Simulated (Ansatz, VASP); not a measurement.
## GaN in VASP and in Ansatz

```
CELL_PARAMETERS angstrom
3.18282 0.00000 0.00000
-1.59141 2.75641 0.00000
0.00000 0.00000 5.18569
ATOMIC_POSITIONS crystal
Ga 0.33333 0.66667 0.99094
Ga 0.66667 0.33333 0.49094
N 0.33333 0.66667 0.38606
N 0.66667 0.33333 0.88606
```

Change from the starting cell: polar distortion scaled by 0.85.

Alike in both runs: task single point; functional PBEsol; k mesh 15 × 15 × 8; no spin polarisation.

|  | VASP | Ansatz |
| --- | --- | --- |
| version | VASP 6.6.1 | Ansatz 0.2.0 |
| potentials or method | VASP PAW PBE potentials, release 64 (Ga_d, N), cutoff 520 eV | scalar-relativistic, plane waves, PAW |
| occupations | gaussian, width 0.01 eV | fixed |
| valence electrons in the cell | 36 | 36 |

Ansatz gave:

```
gap on the k mesh at the Fermi level (eV)                     : 1.77
least direct gap on the mesh (eV)                             : 1.77
pressure (GPa)                                                : 0.9
traceless stress, the component that is largest in VASP (GPa) : -5.43
rms of the force components (eV/Å)                            : 0.493
```

Q: What did VASP give for the same quantities?

A: gap on the k mesh at the Fermi level (eV): 1.79; least direct gap on the mesh (eV): 1.79; pressure (GPa): 0.7; traceless stress, the component that is largest in VASP (GPa): -5.26; rms of the force components (eV/Å): 0.487.

VASP's potentials were made for PBE, not for PBEsol, and Ansatz warns of the same on its side. Atom by atom the forces differ by 0.007 eV/Å (rms over components).
